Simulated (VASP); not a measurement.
# Y (Pm-3m) in VASP: further runs, part 2 of 2

VASP 6.6.1. Earlier steps stand in the parts before.

## (3) Relaxation of cell and atoms, r2SCAN

This run uses another cell than the first one, of 36.26 Å³/atom, 1.047 times its volume.

Contents of POSCAR:

```
Y
1.0
    3.3100000000      0.0000000000      0.0000000000
    0.0000000000      3.3100000000      0.0000000000
    0.0000000000      0.0000000000      3.3100000000
Y
1
Direct
    0.0000000000      0.0000000000      0.0000000000
```

Contents of INCAR.step1:

```
ALGO = Normal ; EDIFF = 1E-4
ENCUT = 600 ; GGA = PE
ISMEAR = -1 ; LASPH = True
LCHARG = False ; LREAL = False
LWAVE = True ; NELM = 80
PREC = Accurate ; SIGMA = 0.1
```

Contents of INCAR.step2:

```
ALGO = Normal ; EDIFF = 1E-7
EDIFFG = -0.01 ; ENCUT = 600
IBRION = 2 ; ISIF = 3
ISMEAR = -1 ; ISTART = 1
LASPH = True ; LCHARG = False
LMIXTAU = True ; LREAL = False
LWAVE = False ; METAGGA = R2SCAN
NELM = 80 ; NSW = 80
PREC = Accurate ; SIGMA = 0.1
```

Contents of KPOINTS:

```
k-points
0
Gamma
  12 12 12
```

Potentials or basis: VASP PAW PBE potentials, release 64 (Y_sv).

On the command line:

```
> cat potpaw_PBE.64/Y_sv/POTCAR > POTCAR
> cp INCAR.step1 INCAR
> mpirun -np 1 vasp_std > vasp.out
> cp INCAR.step2 INCAR
> mpirun -np 1 vasp_std > vasp.out
```

OUTCAR:

```text
EDIFF = 1E-7
   EDIFFG = -0.01
   ENCUT = 600
   IBRION = 2
   ISIF = 3
   ISMEAR = -1
   ISTART = 1
   LASPH = True
   LREAL = False
   METAGGA = R2SCAN
   NELM = 80
   NSW = 80
   PREC = Accurate

 ion  position               nearest neighbor table
   1  0.000  0.000  0.000-

  LATTYP: Found a simple cubic cell.
 ALAT       =     3.3100000000

  Lattice vectors:

 A1 = (   3.3100000000,   0.0000000000,   0.0000000000)
 A2 = (   0.0000000000,   3.3100000000,   0.0000000000)
 A3 = (   0.0000000000,   0.0000000000,   3.3100000000)

Analysis of symmetry for initial positions (statically):
=====================================================================
 Subroutine PRICEL returns:
 Original cell was already a primitive cell.

 Routine SETGRP: Setting up the symmetry group for a
 simple cubic supercell.

 Subroutine GETGRP returns: Found 48 space group operations
 (whereof 48 operations were pure point group operations)
 out of a pool of 48 trial point group operations.

The static configuration has the point symmetry O_h .

Analysis of symmetry for dynamics (positions and initial velocities):
=====================================================================
 Subroutine PRICEL returns:
 Original cell was already a primitive cell.

 Routine SETGRP: Setting up the symmetry group for a
 simple cubic supercell.

 Subroutine GETGRP returns: Found 48 space group operations
 (whereof 48 operations were pure point group operations)
 out of a pool of 48 trial point group operations.

The dynamic configuration has the point symmetry O_h .

 Subroutine INISYM returns: Found 48 space group operations
 (whereof 48 operations are pure point group operations),
 and found     1 'primitive' translations

----------------------------------------------------------------------------------------

                                     Primitive cell

  volume of cell :      36.2647

  direct lattice vectors                    reciprocal lattice vectors
     3.310000000  0.000000000  0.000000000     0.302114804  0.000000000  0.000000000
     0.000000000  3.310000000  0.000000000     0.000000000  0.302114804  0.000000000
     0.000000000  0.000000000  3.310000000     0.000000000  0.000000000  0.302114804

  length of vectors
     3.310000000  3.310000000  3.310000000     0.302114804  0.302114804  0.302114804

  position of ions in fractional coordinates (direct lattice)
     0.000000000  0.000000000  0.000000000

  ion indices of the primitive-cell ions
   primitive index   ion index
                 1           1

----------------------------------------------------------------------------------------

 KPOINTS: k-points

Automatic generation of k-mesh.
 Grid dimensions read from file:
 generate k-points for:   12   12   12

 Generating k-lattice:

  Cartesian coordinates                     Fractional coordinates (reciprocal lattice)
     0.025176234  0.000000000  0.000000000     0.083333333  0.000000000  0.000000000
[... 38 lines left out ...]
  0.333333  0.333333  0.000000     12.000000
  0.416667  0.333333  0.000000     24.000000
 [... further k-points ...]
   k-points           NKPTS =     84   k-points in BZ     NKDIM =     84   number of bands    NBANDS=      9
   number of dos      NEDOS =    301   number of ions     NIONS =      1
   total plane-waves  NPLWV =  21952
   dimension x,y,z NGX =    28 NGY =   28 NGZ =   28
   dimension x,y,z NGXF=    56 NGYF=   56 NGZF=   56
   ions per type =               1
   NGX,Y,Z   is equivalent  to a cutoff of  14.06, 14.06, 14.06 a.u.
   NGXF,Y,Z  is equivalent  to a cutoff of  28.13, 28.13, 28.13 a.u.
 SYSTEM =  unknown system
   PREC   = accura    normal or accurate (medium, high low for compatibility)
   ISTART =      1    job   : 0-new  1-cont  2-samecut
   ICHARG =      0    charge: 1-file 2-atom 10-const
   ISPIN  =      1    spin polarized calculation?
   LNONCOLLINEAR =      F non collinear calculations
   LSORBIT =      F    spin-orbit coupling
   LASPH  =      T    aspherical Exc in radial PAW
   ENCUT  =  600.0 eV  44.10 Ry    6.64 a.u.   6.61  6.61  6.61*2*pi/ulx,y,z
   NELM   =     80;   NELMIN=  2; NELMDL=  0     # of ELM steps
   EDIFF  = 0.1E-06   stopping-criterion for ELM
   LREAL  =      F    real-space projection
   EDIFFG = -.1E-01   stopping-criterion for IOM
   NSW    =     80    number of steps for IOM
   IBRION =      2    ionic relax: 0-MD 1-quasi-New 2-CG
   NFREE  =      1    steps in history (QN), initial steepest desc. (CG)
   ISIF   =      3    stress and relaxation
   ISYM   =      2    0-nonsym 1-usesym 2-fastsym
   POTIM  = 0.5000    time-step for ionic-motion
   TEBEG  =    0.0;   TEEND  =   0.0 temperature during run
   PSTRESS=    0.0 pullay stress
   NELECT =      11.0000    total number of electrons
   NUPDOWN=      -1.0000    fix difference up-down
   EMIN   =  10.00;   EMAX   =-10.00  energy-range for DOS
   EFERMI =   0.00;   METHOD = LEGACY
   ISMEAR =    -1;   SIGMA  =   0.10  broadening in eV -4-tet -1-fermi 0-gaus
   EFERMI_NEDOS =   21; number of points for ismear=-14 and -15
   IALGO  =     38    algorithm
   IMIX   =      4    mixing-type and parameters
     AMIX     =   0.40;   BMIX     =  1.00
     AMIX_MAG =   1.60;   BMIX_MAG =  1.00
  volume/ion in A,a.u.               =      36.26       244.73
  Fermi-wavevector in a.u.,A,eV,Ry     =   1.099962  2.078627 16.461916  1.209917
  Thomas-Fermi vector in A             =   2.236365
   LORBIT       =      0    0 simple, 1 ext, 2 COOP (PROOUT), +10 PAW based schemes
   METAGGA = R2SCAN    functional components
   LHFCALC =     F    Hartree Fock is set to
   AEXX    =    0.0000 exact exchange contribution
   IVDW    =     0    specifies the selected vdW correction
   LEPSILON=     F    determine dielectric tensor
   LRPA    =     F    only Hartree local field effects (RPA)
 conjugate gradient relaxation of ions
 non-spin polarized calculation
  energy-cutoff  :      600.00
  volume of cell :       36.26
 maximum number of plane-waves:      1233
 NGX is ok and might be reduce to    28
   NGX = 13   NGY = 13   NGZ = 13

--------------------------------------- Ionic step        1  -------------------------------------------

 number of electron      10.9999999 magnetization

 Free energy of the ion-electron system (eV)
  ---------------------------------------------------
  ext. energy  EPLUGINS =         0.00000000
  ---------------------------------------------------
  free energy    TOTEN  =       -19.44492799 eV

  energy without entropy =      -19.36496844  energy(sigma->0) =      -19.40494821

------------------------ aborting loop because EDIFF is reached ----------------------------------------

  FORCE on cell =-STRESS in cart. coord.  units (eV):
  Direction    XX          YY          ZZ          XY          YZ          ZX
  --------------------------------------------------------------------------------------
  -------------------------------------------------------------------------------------
  Total       -0.2142831     -0.2142831     -0.2142831      0.0000000     -0.0000000      0.0000000
  in kB       -9.4670457     -9.4670457     -9.4670457      0.0000000     -0.0000000      0.0000000
  external PRESSURE =      -9.4670457 kB  Pullay stress =       0.0000000 kB
[... 92 lines left out ...]
--------------------------------------- Ionic step        4  -------------------------------------------

 number of electron      11.0000000 magnetization

 Free energy of the ion-electron system (eV)
  ---------------------------------------------------
  ext. energy  EPLUGINS =         0.00000000
  ---------------------------------------------------
  free energy    TOTEN  =       -19.44977995 eV

  energy without entropy =      -19.37178345  energy(sigma->0) =      -19.41078170

 E-fermi :   2.8755     XC(G=0):  -9.7888

 val. band max:        2.8749336920   @ k =   0.4167   0.3333   0.0833
 cond. band min:       2.8819411617   @ k =   0.2500   0.1667   0.0000
 fundamental gap:      0.0070074697
 Fermi energy:         2.8754624921

 k-point     1 :       0.0000    0.0000    0.0000
  band No.  band energies     occupation
      1     -41.8067      2.00000
      2     -20.7972      2.00000
      3     -20.7972      2.00000
      4     -20.7972      2.00000
      5      -1.9120      2.00000
      6       2.2953      1.99397
      7       2.2953      1.99397
      8       8.3054      0.00000
      9       8.3054      0.00000
[... 265 lines left out ...]
 k-point    24 :       0.4167    0.3333    0.0000
  band No.  band energies     occupation
      1     -41.6894      2.00000
      2     -21.3932      2.00000
      3     -21.2537      2.00000
      4     -20.6901      2.00000
      5       1.1843      2.00000
      6       2.6755      1.76152
      7       5.1534      0.00000
      8       5.8995      0.00000
      9       6.2933      0.00000

 [... further k-points ...]
[... 5 lines left out ...]
  --------------------------------------------------------------------------------------
  -------------------------------------------------------------------------------------
  Total       -0.0006690     -0.0006690     -0.0006690      0.0000000      0.0000000     -0.0000000
  in kB       -0.0308382     -0.0308382     -0.0308382      0.0000000      0.0000000     -0.0000000
  external PRESSURE =      -0.0308382 kB  Pullay stress =       0.0000000 kB
[... 16 lines left out ...]
  FREE ENERGIE OF THE ION-ELECTRON SYSTEM (eV)
  ---------------------------------------------------
  free  energy   TOTEN  =       -19.4497799481 eV

  energy  without entropy=      -19.3717834548  energy(sigma->0) =      -19.41078170

 reached required accuracy - stopping structural energy minimisation
```

OUTCAR.step1:

```text
EDIFF = 1E-4
   ENCUT = 600
   GGA = PE
   ISMEAR = -1
   LASPH = True
[... 503 lines left out ...]

 POSITION                                       TOTAL-FORCE (eV/Angst)
 -----------------------------------------------------------------------------------
      0.00000      0.00000      0.00000         0.000000      0.000000      0.000000
 -----------------------------------------------------------------------------------
    total drift:                               -0.000000      0.000000     -0.000000

  FREE ENERGIE OF THE ION-ELECTRON SYSTEM (eV)
  ---------------------------------------------------
  free  energy   TOTEN  =        -5.6726419628 eV

  energy  without entropy=       -5.5879252916  energy(sigma->0) =       -5.63028363
```

Run time: 6.1 min. Hardware: 1 thread of Intel Xeon Platinum 8488C (Sapphire Rapids), shared host; peak memory 0.21 GiB.

What came out:

```yaml
Free_energy: -19.4498 eV
Relaxed_volume: 34.76 Å³/atom
Relaxed_cell: a = 3.263 Å, b = 3.263 Å, c = 3.263 Å, α = 90.00°, β = 90.00°, γ = 90.00°
Space_group_after_relaxing_to_0.05_Å: Pm-3m (No. 221)
Energy_gained_by_relaxing: 4.9 meV/atom
Ionic_steps: 4
Pressure_after_relaxing: 0.0 GPa
```

Step by step:
```tsv
step	energy change (eV)	largest force (eV/Å)	pressure (GPa)	volume (Å³)
1	0.0000	0.0000	-0.95	36.26
2	-0.0045	0.0000	-0.28	35.15
3	-0.0048	0.0000	-0.06	34.84
4	-0.0049	0.0000	0.00	34.76
```

Final structure:
```
Y
1.0
     3.26350    0.00000    0.00000
     0.00000    3.26350    0.00000
     0.00000    0.00000    3.26350
Y
1
Direct
  0.00000 0.00000 0.00000
```

Levels at points of the mesh, in eV from the Fermi level:
| k point | band 3 | band 4 | band 5 | band 6 | band 7 | band 8 | band 9 |
| --- | --- | --- | --- | --- | --- | --- | --- |
| (0.00, 0.00, 0.00) | -23.67 | -23.67 | -4.79 | -0.58 | -0.58 | 5.43 | 5.43 |
| (0.50, 0.00, 0.00) | -23.61 | -23.61 | -1.78 | -0.33 | 0.19 | 2.89 | 2.89 |
| (0.50, 0.50, 0.00) | -24.29 | -23.55 | -2.06 | 0.28 | 3.47 | 3.47 | 3.53 |
| (0.50, 0.50, 0.50) | -24.19 | -24.19 | -0.66 | -0.66 | -0.66 | 5.65 | 7.04 |

Caveat: the PAW data sets were made with another functional, which shifts forces and pressure a little.
